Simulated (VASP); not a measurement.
Input of a VASP 6.6.1 run:

File INCAR:

```
SYSTEM = AlN
ALGO     = Normal         ! electronic algorithm
EDIFF    = 1E-6           ! SCF threshold, eV
ENCUT    = 520            ! plane-wave cutoff, eV
GGA      = RP             ! functional
ISIF     = 2              ! what is computed and relaxed
ISMEAR   = -1             ! smearing method
LASPH    = .True.         ! aspherical terms in the spheres
LCHARG   = .False.        ! write CHGCAR
LREAL    = .False.        ! projectors in reciprocal space
LWAVE    = .False.        ! write WAVECAR
NBANDS   = 11             ! bands
NELM     = 80             ! most SCF steps
PREC     = Accurate       ! precision mode
SIGMA    = 0.05           ! smearing width, eV
```

The input KPOINTS:

```
k-points
0
Gamma
  10 10 10
  0 0 0
```

POSCAR

```
AlN
1.0
    0.0000000000      2.2151240134      2.2151240134
    2.2151240134      0.0000000000      2.2151240134
    2.2151240134      2.2151240134      0.0000000000
Al N
1 1
Direct
    0.0000000000      0.0000000000      0.0000000000
    0.2500000000      0.2500000000      0.2500000000
```

Potentials or basis: VASP PAW PBE potentials, release 64 (Al, N).

The run is started by

```sh
$ cat potpaw_PBE.64/Al/POTCAR potpaw_PBE.64/N/POTCAR > POTCAR
$ mpirun -np 1 vasp_std > vasp.out
```

Problem. Estimate the pressure.

Solution. -0.7 GPa.

Problem. Predict the band gap on the k mesh.

Solution. 3.34 eV, indirect (least direct gap 3.86 eV).

Caveat: the PAW data sets were made with another functional, which shifts forces and pressure a little. A k mesh can miss the band edges.
